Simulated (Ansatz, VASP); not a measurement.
**Te2Mo: VASP beside Ansatz**

Contents of INCAR:

```
ALGO = Normal
EDIFF = 1E-7
EDIFFG = -0.01
ENCUT = 600
GGA = CA
IBRION = 2
ISIF = 3
ISMEAR = -1
LASPH = T
LCHARG = F
LREAL = F
LWAVE = F
NELM = 60
NSW = 60
PREC = Accurate
SIGMA = 0.05
```

The input KPOINTS:

```
k-points
0
Gamma
  9 9 1
```

POSCAR

```
Te2Mo
1.0
    3.5624185427      0.0000000000      0.0000000000
   -1.7812092714      3.0851449569      0.0000000000
    0.0000000000      0.0000000000     31.5632657400
Te Mo
6 3
Direct
    0.0000000000      0.0000000000      0.0567620800
    0.3333333333      0.6666666667      0.2889862200
    0.3333333333      0.6666666667      0.8244042500
    0.3333333333      0.6666666667      0.1755957500
    0.3333333333      0.6666666667      0.7110137800
    0.0000000000      0.0000000000      0.9432379200
    0.3333333333      0.6666666667      0.0000000000
    0.0000000000      0.0000000000      0.2323060100
    0.0000000000      0.0000000000      0.7676939900
```

The input input.yaml:

```yaml
crystal:
  lattice:
    - [3.5624185427, 0.0, 0.0]
    - [-1.7812092714, 3.0851449569, 0.0]
    - [0.0, 0.0, 31.56326574]
  atoms:
    - { symbol: Te, position: [0.0, 0.0, 0.05676208] }
    - { symbol: Te, position: [0.3333333333, 0.6666666667, 0.28898622] }
    - { symbol: Te, position: [0.3333333333, 0.6666666667, 0.82440425] }
    - { symbol: Te, position: [0.3333333333, 0.6666666667, 0.17559575] }
    - { symbol: Te, position: [0.3333333333, 0.6666666667, 0.71101378] }
    - { symbol: Te, position: [0.0, 0.0, 0.94323792] }
    - { symbol: Mo, position: [0.3333333333, 0.6666666667, 0.0] }
    - { symbol: Mo, position: [0.0, 0.0, 0.23230601] }
    - { symbol: Mo, position: [0.0, 0.0, 0.76769399] }
hamiltonian:
  xc: lda
  pseudopotentials: { kind: paw }
kpoints:
  mp_grid: { grid: [9, 9, 1] }
scf:
  occupations: { method: fermi_dirac, width: 0.05 }
output:
  forces: true
  stress: true
  eigenvalues: true
relax:
  f_tol: 0.01
  max_steps: 40
  cell: { stress_tol: 0.05 }
```

Alike in both runs: task relaxation of cell and atoms; functional LDA; k mesh 9 × 9 × 1; occupations fermi-dirac, width 0.05 eV; no spin polarisation.

|  | VASP | Ansatz |
| --- | --- | --- |
| version | VASP 6.6.1 | Ansatz 0.2.0 |
| potentials or method | VASP PAW LDA potentials, release 64 (Te, Mo_sv) | Ansatz PAW |
| plane-wave cutoff (eV) | 600 | 420 |
| valence electrons in the cell | 78 | 138 |

|  | VASP | Ansatz | Ansatz less VASP |
| --- | --- | --- | --- |
| gap on the k mesh at the Fermi level, each at its own relaxed structure (eV) | 0.86 | 0.86 | 0.000 |
| relaxed volume (Å³/atom) | 34.62 | 35.01 | +0.395 |
| relaxed cell length with the largest relative difference (Å) | 29.835 | 30.204 | +0.3697 |

LDA's correlation is that of Perdew and Zunger in VASP and of Perdew and Wang (1992) in Ansatz. VASP's potentials hold 78 valence electrons a cell and Ansatz's 138, so a difference there can come from the potentials and not from the codes.

Neither program's run includes spin-orbit coupling. Noted on Ansatz's run: odd divisions of the mesh miss points on the zone boundary, where band edges often lie, so the gap on the mesh can be too wide; the plane-wave basis is chosen anew once the cell has moved, so the energies of steps on either side of that aren't comparable.
